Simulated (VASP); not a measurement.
Write the native input for VASP 6.6.1 that does the following.

```yaml
Task: single point
Functional: PBE
Potentials_or_basis: VASP PAW PBE potentials, release 64 (Ga_d)
Cutoff: 520 eV
k_mesh: 15 × 15 × 13
Occupations: fermi-dirac, width 0.05 eV
Spin: no spin polarisation
Dipole_correction: no
Further_INCAR_settings: ALGO = Normal; EDIFF = 1e-06; NBANDS = 20
```

The structure of Ga lies in POSCAR:

```
Ga
1.0
    1.4596029289     -4.0919213144      0.0000000000
    1.4596029289      4.0919213144      0.0000000000
    0.0000000000      0.0000000000      3.1909939893
Ga
2
Direct
    0.8670000000      0.1330000000      0.2500000000
    0.1330000000      0.8670000000      0.7500000000
```

One way to write it, as run:

INCAR

```
  ALGO = Normal
  EDIFF = 1E-6
  ENCUT = 520
  GGA = PE
  ISIF = 2
  ISMEAR = -1
  LASPH = T
  LCHARG = F
  LREAL = F
  LWAVE = F
  NBANDS = 20
  NELM = 80
  PREC = Accurate
  SIGMA = 0.05
```

KPOINTS

```
k-points
0
Gamma
  15 15 13
```

Potentials or basis: VASP PAW PBE potentials, release 64 (Ga_d).

The run is started by

```sh
$ cat potpaw_PBE.64/Ga_d/POTCAR > POTCAR
$ mpirun -np 1 vasp_std > vasp.out
```

Results of the run:

```yaml
Pressure: 0.5 GPa
Largest_force: 0.189 eV/Å
Band_gap_on_the_k_mesh: zero (bands 13 and 14 overlap by 8.59 eV)
```

It took 4 min on 1 thread of Oxide Virtual Turin-like Processor (shared host), peak memory 0.35 GiB.
